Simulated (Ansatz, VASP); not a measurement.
## Two plane-wave programs on Ag2O

The input POSCAR:

```
Ag2O
1.0
    4.7369096154      0.0000000000      0.0000000000
    0.0000000000      4.7369096154      0.0000000000
    0.0000000000      0.0000000000      4.7369096154
Ag O
4 2
Direct
    0.7500000000      0.7500000000      0.7500000000
    0.7500000000      0.2500000000      0.2500000000
    0.2500000000      0.2500000000      0.7500000000
    0.2500000000      0.7500000000      0.2500000000
    0.0000000000      0.0000000000      0.0000000000
    0.5000000000      0.5000000000      0.5000000000
```

The input INCAR.step1:

```
  PREC = Accurate
  ENCUT = 660
  ISMEAR = 0
  SIGMA = 0.05
  LREAL = False
  LASPH = True
  NELM = 120
  NBANDS = 37
  GGA = PE
  ALGO = Normal
  EDIFF = 1E-5
  LWAVE = True
  LCHARG = False
  GGA_COMPAT = False
```

The input INCAR.step2:

```
  PREC = Accurate
  ENCUT = 660
  EDIFF = 1E-6
  ISMEAR = 0
  SIGMA = 0.05
  LREAL = False
  LASPH = True
  NELM = 120
  ALGO = Normal
  ISIF = 2
  LWAVE = False
  LCHARG = False
  METAGGA = R2SCAN
  LMIXTAU = True
  IVDW = 13
  VDW_S6 = 1.0
  VDW_S8 = 0.6018749
  VDW_A1 = 0.51559235
  VDW_A2 = 5.77342911
  NBANDS = 37
  ISTART = 1
  GGA_COMPAT = False
```

KPOINTS

```
Automatic mesh
0
Gamma
  6 6 6
```

Input for Ansatz:

```yaml
crystal:
  lattice:
    - [4.7369096154, 0.0, 0.0]
    - [0.0, 4.7369096154, 0.0]
    - [0.0, 0.0, 4.7369096154]
  atoms:
    - { symbol: Ag, position: [0.75, 0.75, 0.75] }
    - { symbol: Ag, position: [0.75, 0.25, 0.25] }
    - { symbol: Ag, position: [0.25, 0.25, 0.75] }
    - { symbol: Ag, position: [0.25, 0.75, 0.25] }
    - { symbol: O, position: [0.0, 0.0, 0.0] }
    - { symbol: O, position: [0.5, 0.5, 0.5] }
basis:
  ecutwfc: 500
  ecutrho_ratio: 4
kpoints:
  mp_grid: { grid: [6, 6, 6] }
hamiltonian:
  xc: r2scan
  dispersion: d4
scf:
  occupations: { method: gaussian, width: 0.05 }
output:
  forces: true
  stress: true
  eigenvalues: true
```

Alike in both runs: task single point; functional r2SCAN; dispersion D4; k mesh 6 × 6 × 6; occupations gaussian, width 0.05 eV; no spin polarisation.

|  | VASP | Ansatz |
| --- | --- | --- |
| version | VASP 6.6.1 | Ansatz 0.2.0 |
| potentials or method | VASP PAW PBE potentials, release 64 (Ag, O), cutoff 660 eV | scalar-relativistic, plane waves, PAW |
| valence electrons in the cell | 56 | 88 |

```csv
,VASP,Ansatz,Ansatz less VASP
gap on the k mesh at the Fermi level (eV),0.26,0.26,+0.002
least direct gap on the mesh (eV),0.26,0.26,+0.002
pressure (GPa),-0.3,-0.1,+0.18
```

VASP's potentials were made for PBE, not for r2SCAN. VASP's potentials hold 56 valence electrons a cell and Ansatz's 88, so a difference there can come from the potentials and not from the codes.
